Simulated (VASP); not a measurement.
Sb, 1 atom in the cell. The structure is cubic, space group Fm-3m (No. 225). Conventional cell: a = 4.867 Å, b = 4.867 Å, c = 4.867 Å, α = 90.00°, β = 90.00°, γ = 90.00°. Within 4.5 Å of Sb (site symmetry m-3m) lie 12 Sb at 3.44 Å. 

| Property | Result |
| --- | --- |
| Program | VASP 6.6.1 |
| Task | single point |
| Functional | HF |
| Potentials or basis | VASP PAW PBE potentials, release 64 (Sb_d_GW) |
| Cutoff | 400 eV |
| k mesh | 5 × 5 × 5 |
| Occupations | fermi-dirac, width 0.05 eV |
| Spin | no spin polarisation |
| Dipole correction | no |
| Grid for exact exchange (PRECFOCK) | Normal |
| Second run | valence_matched |
| Further INCAR settings | ALGO = Normal; EDIFF = 1e-06; NBANDS = 14 |

Potentials or basis: VASP PAW PBE potentials, release 64 (Sb_d_GW).

The run is started by

```sh
$ cat potpaw_PBE.64/Sb_d_GW/POTCAR > POTCAR
$ cp INCAR.step1 INCAR
$ mpirun -np 1 vasp_std > vasp.out
$ cp INCAR.step2 INCAR
$ mpirun -np 1 vasp_std > vasp.out
```

Hardware: 1 thread of AMD EPYC 7R13 Processor (Zen 3), with other jobs on the host.

Question: Estimate the wall time of this run.

Answer: Wall time 6 min on 1 thread of AMD EPYC 7R13 Processor (Zen 3) (shared host), peak memory 0.12 GiB. Counts: k points 10.
